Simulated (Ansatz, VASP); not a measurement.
**Two plane-wave programs on PbSe**

The input INCAR:

```
SYSTEM = PbSe
  ALGO = Normal
  EDIFF = 1E-6
  ENCUT = 520
  GGA = PE
  ISIF = 2
  ISMEAR = 0
  IVDW = 12
  LASPH = .True.
  LCHARG = .False.
  LREAL = .False.
  LWAVE = .False.
  NBANDS = 28
  NELM = 80
  PREC = Accurate
  SIGMA = 0.05
```

Contents of KPOINTS:

```
k-points
0
Gamma
  8 8 6
  0 0 0
```

POSCAR

```
PbSe
1.0
    2.1548765900     -6.1339473500      0.0000000000
    2.1548765900      6.1339473500      0.0000000000
    0.0000000000      0.0000000000      4.4504935700
Pb Se
2 2
Direct
    0.6317607300      0.3682392700      0.8005561903
    0.3682392700      0.6317607300      0.3005561903
    0.8612899600      0.1387100400      0.7500000000
    0.1387100400      0.8612899600      0.2500000000
```

Input for Ansatz:

```yaml
crystal:
  lattice:
    - [2.15487659, -6.13394735, 0.0]
    - [2.15487659, 6.13394735, 0.0]
    - [0.0, 0.0, 4.45049357]
  atoms:
    - { symbol: Pb, position: [0.63176073, 0.36823927, 0.8005561903] }
    - { symbol: Pb, position: [0.36823927, 0.63176073, 0.3005561903] }
    - { symbol: Se, position: [0.86128996, 0.13871004, 0.75] }
    - { symbol: Se, position: [0.13871004, 0.86128996, 0.25] }
basis:
  ecutwfc: 420
kpoints:
  mp_grid: { grid: [8, 8, 6] }
hamiltonian:
  xc: pbe
  dispersion: d3bj
scf:
  occupations: { method: gaussian, width: 0.05 }
output:
  forces: true
  stress: true
  eigenvalues: true
```

Change from the starting cell: all Pb atoms moved +0.225 Å, as atom 1 along Cartesian [0 0 1].

Alike in both runs: task single point; functional PBE; dispersion D3(BJ); k mesh 8 × 8 × 6; occupations gaussian, width 0.05 eV; no spin polarisation.

```csv
,VASP,Ansatz
version,VASP 6.6.1,Ansatz 0.2.0
potentials or method,"VASP PAW PBE potentials, release 64 (Pb_d, Se), cutoff 520 eV","scalar-relativistic, plane waves, PAW"
valence electrons in the cell,40,60
```

```csv
,VASP,Ansatz,Ansatz less VASP
gap on the k mesh at the Fermi level (eV),1.15,1.15,+0.002
least direct gap on the mesh (eV),1.37,1.36,-0.003
pressure (GPa),-0.3,-0.3,0.00
"traceless stress, the component that is largest in VASP (GPa)",0.44,0.45,+0.010
rms of the force components (eV/Å),0.110,0.106,-0.0047
```

Atom by atom the forces differ by 0.005 eV/Å (rms over components). VASP's potentials hold 40 valence electrons a cell and Ansatz's 60, so a difference there can come from the potentials and not from the codes.

Spin-orbit coupling is off throughout.
